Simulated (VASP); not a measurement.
# In (I4/mmm) in VASP: further runs, part 2 of 2

VASP 6.6.1. The steps go on from the part before.

## (5) Single point, LDA (volume scaled by 1.06)

The input, INCAR:

```
SYSTEM = In
ALGO = Normal
EDIFF = 1E-6
ENCUT = 520
ISIF = 2
ISMEAR = -1
LASPH = .TRUE.
LCHARG = .FALSE.
LREAL = .FALSE.
LWAVE = .FALSE.
NBANDS = 12
NELM = 60
PREC = Accurate
SIGMA = 0.05
```

The input, KPOINTS:

```
k-points
0
G
  14 14 14
  0 0 0
```

The input, POSCAR:

```
In
1.0
   -1.6580433912      1.6580433912      2.5224711420
    1.6580433912     -1.6580433912      2.5224711420
    1.6580433912      1.6580433912     -2.5224711420
In
1
Direct
    0.0000000000      0.0000000000      0.0000000000
```

Potentials or basis: VASP PAW LDA potentials, release 64 (In_d).

Started as:

```bash
cat potpaw_LDA.64/In_d/POTCAR > POTCAR
mpirun -np 1 vasp_std > vasp.out
```

OUTCAR:

```text
SYSTEM = In
   EDIFF = 1E-6
   ENCUT = 520
   ISIF = 2
   ISMEAR = -1
   LASPH = .TRUE.
   LREAL = .FALSE.
   NELM = 60
   PREC = Accurate

 ion  position               nearest neighbor table
   1  0.000  0.000  0.000-

  LATTYP: Found a body centered tetragonal cell.
 ALAT       =     3.3160867824
 C/A-ratio  =     1.5213541186

  Lattice vectors:

 A1 = (  -1.6580433912,   1.6580433912,   2.5224711420)
 A2 = (   1.6580433912,  -1.6580433912,   2.5224711420)
 A3 = (   1.6580433912,   1.6580433912,  -2.5224711420)

Analysis of symmetry for initial positions (statically):
=====================================================================
 Subroutine PRICEL returns:
 Original cell was already a primitive cell.

 Routine SETGRP: Setting up the symmetry group for a
 body centered tetragonal supercell.

 Subroutine GETGRP returns: Found 16 space group operations
 (whereof 16 operations were pure point group operations)
 out of a pool of 16 trial point group operations.

The static configuration has the point symmetry D_4h.

Analysis of symmetry for dynamics (positions and initial velocities):
=====================================================================
 Subroutine PRICEL returns:
 Original cell was already a primitive cell.

 Routine SETGRP: Setting up the symmetry group for a
 body centered tetragonal supercell.

 Subroutine GETGRP returns: Found 16 space group operations
 (whereof 16 operations were pure point group operations)
 out of a pool of 16 trial point group operations.

The dynamic configuration has the point symmetry D_4h.

 Subroutine INISYM returns: Found 16 space group operations
 (whereof 16 operations are pure point group operations),
 and found     1 'primitive' translations

----------------------------------------------------------------------------------------

                                     Primitive cell

  volume of cell :      27.7382

[... 113 lines left out ...]
   AEXX    =    0.0000 exact exchange contribution
   IVDW    =     0    specifies the selected vdW correction
   LEPSILON=     F    determine dielectric tensor
   LRPA    =     F    only Hartree local field effects (RPA)
 non-spin polarized calculation
  energy-cutoff  :      520.00
  volume of cell :       27.74
 maximum number of plane-waves:       761
 NGX is ok and might be reduce to    28
   NGX = 13   NGY = 13   NGZ = 13

 number of electron      12.9999995 magnetization

 Free energy of the ion-electron system (eV)
  ---------------------------------------------------
  ext. energy  EPLUGINS =         0.00000000
  ---------------------------------------------------
  free energy    TOTEN  =        -3.17331830 eV

  energy without entropy =       -3.16955797  energy(sigma->0) =       -3.17143814

 E-fermi :   6.5890     XC(G=0): -10.2516

 val. band max:        6.5811425395   @ k =  -0.4286  -0.4286   0.2143
 cond. band min:       6.5963208690   @ k =   0.2857   0.2143   0.0714
 fundamental gap:      0.0151783295
 Fermi energy:         6.5890103712

 k-point     1 :       0.0000    0.0000    0.0000
  band No.  band energies     occupation
      1      -7.9867      2.00000
      2      -7.8956      2.00000
      3      -7.8956      2.00000
      4      -7.8260      2.00000
      5      -7.7337      2.00000
      6      -2.6021      2.00000
      7      16.4683      0.00000
      8      16.4683      0.00000
      9      16.5945      0.00000
     10      18.1298      0.00000
     11      20.0795      0.00000
     12      20.2391      0.00000
[... 331 lines left out ...]
 k-point    24 :       0.2857    0.1429    0.0000
  band No.  band energies     occupation
      1      -7.9299      2.00000
      2      -7.9102      2.00000
      3      -7.8533      2.00000
      4      -7.7446      2.00000
      5      -7.6975      2.00000
      6       0.0881      2.00000
      7       7.5867      0.00000
      8      11.5610      0.00000
      9      14.3089      0.00000
     10      17.2307      0.00000
     11      19.0089      0.00000
     12      20.4732      0.00000

 [... further k-points ...]

------------------------ aborting loop because EDIFF is reached ----------------------------------------

  FORCE on cell =-STRESS in cart. coord.  units (eV):
  Direction    XX          YY          ZZ          XY          YZ          ZX
  --------------------------------------------------------------------------------------
  -------------------------------------------------------------------------------------
  Total       -0.7968105     -0.7968105     -0.7350909      0.0000000      0.0000000      0.0000000
  in kB      -46.0243479    -46.0243479    -42.4593822      0.0000000      0.0000000      0.0000000
  external PRESSURE =     -44.8360260 kB  Pullay stress =       0.0000000 kB

 VOLUME and BASIS-vectors are now :
 -----------------------------------------------------------------------------
  energy-cutoff  :      520.00
  volume of cell :       27.74
      direct lattice vectors                 reciprocal lattice vectors
    -1.658043391  1.658043391  2.522471142     0.000000000  0.301560262  0.198218323
     1.658043391 -1.658043391  2.522471142     0.301560262  0.000000000  0.198218323
     1.658043391  1.658043391 -2.522471142     0.301560262  0.301560262  0.000000000

 POSITION                                       TOTAL-FORCE (eV/Angst)
 -----------------------------------------------------------------------------------
      0.00000      0.00000      0.00000        -0.000000      0.000000      0.000000
 -----------------------------------------------------------------------------------
    total drift:                                0.000000      0.000000      0.000000

  FREE ENERGIE OF THE ION-ELECTRON SYSTEM (eV)
  ---------------------------------------------------
  free  energy   TOTEN  =        -3.1733182988 eV

  energy  without entropy=       -3.1695579720  energy(sigma->0) =       -3.17143814
```

OSZICAR:

```text
N       E                     dE             d eps       ncg     rms          rms(c)
DAV:   1     0.770917557599E+02    0.77092E+02   -0.62100E+03  5912   0.134E+03
DAV:   2     0.675154551712E+00   -0.76417E+02   -0.74619E+02  6148   0.287E+02
DAV:   3    -0.311275890592E+01   -0.37879E+01   -0.37762E+01  6956   0.645E+01
DAV:   4    -0.319937510832E+01   -0.86616E-01   -0.86589E-01  7464   0.986E+00
DAV:   5    -0.320344408021E+01   -0.40690E-02   -0.40688E-02  8104   0.187E+00    0.210E+00
DAV:   6    -0.317930348832E+01    0.24141E-01   -0.36042E-02  7432   0.373E+00    0.103E+00
DAV:   7    -0.317386316487E+01    0.54403E-02   -0.10391E-02  8072   0.176E+00    0.227E-01
DAV:   8    -0.317331900748E+01    0.54416E-03   -0.70761E-04  7124   0.490E-01    0.192E-02
DAV:   9    -0.317331812278E+01    0.88470E-06   -0.12562E-05  8860   0.448E-02    0.147E-02
DAV:  10    -0.317331829877E+01   -0.17599E-06   -0.44862E-07  4420   0.828E-03
   1 F= -.31733183E+01 E0= -.31714381E+01  d E =-.376033E-02
```

stdout:

```text
POSCAR found type information on POSCAR In
 POSCAR found :  1 types and       1 ions
 scaLAPACK will be used
 LDA part: xc-table for (Slater(with rela. corr.)+CA(PZ))
 , standard interpolation
 POSCAR, INCAR and KPOINTS ok, starting setup
 FFT: planning ... GRIDC
 FFT: planning ... GRID_SOFT
 FFT: planning ... GRID
 WAVECAR not read
 entering main loop
```

Wall time 35 s (1 thread of AMD EPYC 9R45 (Zen 5), shared host); peak memory 0.17 GiB.

Results:

```
Free energy : -3.1733 eV
Pressure    : -4.5 GPa
```

Stress tensor (GPa, compression positive):
```
-4.60  0.00  0.00
 0.00 -4.60  0.00
 0.00  0.00 -4.25
```

Levels at points of the mesh, in eV from the Fermi level:
| k point | band 3 | band 4 | band 5 | band 6 | band 7 | band 8 | band 9 | band 10 |
| --- | --- | --- | --- | --- | --- | --- | --- | --- |
| (0.00, 0.00, 0.00) | -14.48 | -14.42 | -14.32 | -9.19 | 9.88 | 9.88 | 10.01 | 11.54 |
| (0.50, 0.00, 0.00) | -14.47 | -14.25 | -14.21 | -4.36 | -3.12 | 7.08 | 8.58 | 11.04 |
| (0.50, 0.50, 0.00) | -14.25 | -14.23 | -14.15 | -1.90 | -1.80 | 3.34 | 3.78 | 6.79 |
| (0.50, 0.50, 0.50) | -14.23 | -14.21 | -14.21 | -3.08 | -2.47 | 4.50 | 4.50 | 7.89 |

Caveat: spin-orbit coupling is left out, which moves the levels of the heavy elements.

## (6) The runs side by side

```csv
cell,gap on the mesh (eV),pressure (GPa)
"a = 3.332 Å, angles 122.4, 122.4, 85.8°, 1 atom",none,-1.0
"a = 3.366 Å, angles 122.4, 122.4, 85.8°, 1 atom",none,-2.3
"a = 3.400 Å, angles 122.4, 122.4, 85.8°, 1 atom",none,-3.4
"a = 3.444 Å, angles 122.4, 122.4, 85.8°, 1 atom",none,-4.5
```

Alike in all rows: task single point; level LDA; potentials or basis VASP PAW LDA potentials, release 64 (In_d); no spin polarisation; k mesh 14 × 14 × 14; cutoff (eV) 520; smearing fermi-dirac 0.05 eV.

Caveats: spin-orbit coupling is left out, which moves the levels of the heavy elements.

Absolute energies hang on the potentials; compare differences alone.
